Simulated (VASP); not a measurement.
## SiC: G0W0 quasiparticle levels with PBE

Crystal: SiC.

```
CELL_PARAMETERS angstrom
0.00000 2.17900 2.17900
2.17900 0.00000 2.17900
2.17900 2.17900 0.00000
ATOMIC_POSITIONS crystal
Si 0.00000 0.00000 0.00000
C 0.25000 0.25000 0.25000
```

```json
{"Program": "VASP 6.6.1", "Task": "G0W0 quasiparticle levels", "Functional": "PBE", "Potentials or basis": "VASP PAW PBE potentials, release 64 (Si_GW, C_GW)", "Cutoff": "500 eV", "k mesh": "2 × 2 × 2", "Occupations": "gaussian, width 0.01 eV", "Spin": "no spin polarisation", "Dipole correction": "no", "GW scheme": "G0W0", "GW iterations": "1", "Cutoff of the response function": "180", "Frequency points": "48", "Empty bands": "204", "Further INCAR settings": "ALGO = EVGW0; EDIFF = 1e-08; NBANDS = 208"}
```

```
Band gap on the k mesh, mean-field level : 0.94 eV, indirect (least direct gap 4.30 eV)
Quasiparticle gap                        : 1.54 eV
Least direct quasiparticle gap           : 5.09 eV
```

Levels at points of the mesh, in eV from the valence-band top:
| k point | band 1 | band 2 | band 3 | band 4 | band 5 | band 6 | band 7 | band 8 |
| --- | --- | --- | --- | --- | --- | --- | --- | --- |
| (0.00, 0.00, 0.00) | -15.65 | 0.00 | 0.00 | 0.00 | 6.16 | 6.84 | 6.84 | 6.84 |
| (0.50, 0.00, 0.00) | -11.98 | -8.85 | -1.11 | -1.11 | 5.15 | 6.76 | 6.76 | 9.87 |
| (0.50, 0.50, 0.00) | -10.46 | -8.10 | -3.36 | -3.36 | 0.94 | 3.91 | 13.82 | 13.82 |

It used 11 s of CPU time on 1 thread of AMD EPYC 9R45 (Zen 5) (shared host).

Caveat: the k points lie up to 1.25 Å⁻¹ apart; bands, screening cutoff and mesh are small and nothing is extrapolated, so the quasiparticle values aren't converged. A k mesh can miss the band edges.
